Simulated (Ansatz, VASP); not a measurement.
## LiF in VASP and in Ansatz

The input POSCAR:

```
LiF
1.0
    2.5595330000      0.0000000000      0.0000000000
    0.0000000000      2.5595330000      0.0000000000
    0.0000000000      0.0000000000      2.3547703600
Li F
1 1
Direct
    0.0000000000      0.0000000000      0.0000000000
    0.5000000000      0.5000000000      0.5000000000
```

INCAR.step1

```
PREC = Accurate
ENCUT = 520
ISMEAR = 0
SIGMA = 0.05
LREAL = False
LASPH = True
NELM = 60
NBANDS = 12
GGA = PE
ALGO = Normal
EDIFF = 1E-4
LWAVE = True
LCHARG = False
```

INCAR.step2

```
PREC = Accurate
ENCUT = 520
EDIFF = 1E-7
ISMEAR = 0
SIGMA = 0.05
LREAL = False
LASPH = True
NELM = 60
ALGO = Normal
ISIF = 2
LWAVE = False
LCHARG = True
METAGGA = R2SCAN
LMIXTAU = True
LELF = True
LVHAR = True
NBANDS = 12
ISTART = 1
```

File KPOINTS:

```
regular mesh
0
Gamma
  10 10 10
```

Input for Ansatz:

```yaml
crystal:
  lattice:
    - [2.559533, 0.0, 0.0]
    - [0.0, 2.559533, 0.0]
    - [0.0, 0.0, 2.35477036]
  atoms:
    - { symbol: Li, position: [0.0, 0.0, 0.0] }
    - { symbol: F, position: [0.5, 0.5, 0.5] }
basis:
  ecutwfc: 500
kpoints:
  mp_grid: { grid: [10, 10, 10] }
hamiltonian:
  xc: r2scan
scf:
  occupations: { method: gaussian, width: 0.05 }
output:
  forces: true
  stress: true
  eigenvalues: true
```

Change from the starting cell: strain +0.000 along x and y, -0.080 along z, atoms carried along.

Alike in both runs: task single point; functional r2SCAN; k mesh 10 × 10 × 10; occupations gaussian, width 0.05 eV; no spin polarisation.

```csv
,VASP,Ansatz
version,VASP 6.6.1,Ansatz 0.2.0
potentials or method,"VASP PAW PBE potentials, release 64 (Li_sv, F), cutoff 520 eV","scalar-relativistic, plane waves, PAW"
valence electrons in the cell,10,10
```

Ansatz gave:

- gap on the k mesh at the Fermi level (eV): 8.63
- least direct gap on the mesh (eV): 9.17

Estimate VASP's values.

gap on the k mesh at the Fermi level (eV): 8.87; least direct gap on the mesh (eV): 9.42.

VASP's potentials were made for PBE, not for r2SCAN.

Noted on VASP's run: the cutoff is short for stress, so the pressure is rough.
